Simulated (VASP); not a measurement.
The system is ZnS.

```
CELL_PARAMETERS angstrom
3.84802 0.00000 0.00000
-1.92401 3.33248 0.00000
0.00000 0.00000 12.60292
ATOMIC_POSITIONS crystal
Zn 0.66667 0.33333 0.75000
Zn 0.33333 0.66667 0.25000
Zn 0.00000 0.00000 0.50000
Zn 0.00000 0.00000 0.00000
S 0.66667 0.33333 0.93750
S 0.33333 0.66667 0.43750
S 0.00000 0.00000 0.68750
S 0.00000 0.00000 0.18750
```

Base run:

```yaml
Program: VASP 6.6.1
Functional: PBE
Potentials_or_basis: VASP PAW PBE potentials, release 64 (Zn, S)
Cutoff: 520 eV
k_mesh: 8 × 8 × 3
Occupations: fermi-dirac, width 0.05 eV
Spin: no spin polarisation
```

Its results: band gap on the k mesh 2.04 eV; pressure 0.0 GPa; largest force 0.039 eV/Å.

Task: After a change of settings the same cell gave: band gap on the k mesh 2.21 eV; pressure 2.5 GPa; largest force 0.039 eV/Å. Which change was it?
A. dispersion from none to D4
B. functional from PBE to RPBE
C. functional from PBE to revPBE; dispersion from none to D3(BJ)
D. functional from PBE to PBEsol

Result: B.

RPBE binds less tightly than PBE, so the same cell stands under more pressure.

Caveats: an odd mesh through Γ misses points on the zone boundary, where band edges can lie; the PAW data sets were made with another functional, which shifts forces and pressure a little (at least some runs).
